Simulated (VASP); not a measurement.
A run of VASP 6.6.1 is set up as follows.

Contents of INCAR:

```
ALGO = Normal ; EDIFF = 1E-6
ENCUT = 520 ; GGA = PE
ISIF = 2 ; ISMEAR = 0
LASPH = True ; LCHARG = False
LREAL = False ; LWAVE = False
NBANDS = 28 ; NELM = 60
PREC = Accurate ; SIGMA = 0.1
```

Contents of KPOINTS:

```
k-points
0
Gamma
  4 4 4
```

POSCAR

```
Ti3Al
1.0
    4.0566736971      0.0000000000      0.0000000000
    0.0000000000      4.0566736971      0.0000000000
    0.0000000000      0.0000000000      4.0149767535
Ti Al
3 1
Direct
    0.0000000000      0.5000000000      0.5000000000
    0.5000000000      0.0000000000      0.5000000000
    0.5000000000      0.5000000000      0.0000000000
    0.0000000000      0.0000000000      0.0000000000
```

Potentials or basis: VASP PAW PBE potentials, release 64 (Ti_sv, Al).

Command:

```sh
$ cat potpaw_PBE.64/Ti_sv/POTCAR potpaw_PBE.64/Al/POTCAR > POTCAR
$ mpirun -np 1 vasp_std > vasp.out
```

Problem. Predict the pressure.

Solution. 0.5 GPa.

Problem. Predict the band gap on the k mesh.

Solution. Zero (an odd number of electrons rules out a gap without spin polarisation).

Stress tensor (GPa, compression positive):
```
0.29 0.00 0.00
0.00 0.29 0.00
0.00 0.00 0.98
```

Caveat: the k points lie up to 0.39 Å⁻¹ apart, too coarse for converged energies and pressures of a metal.
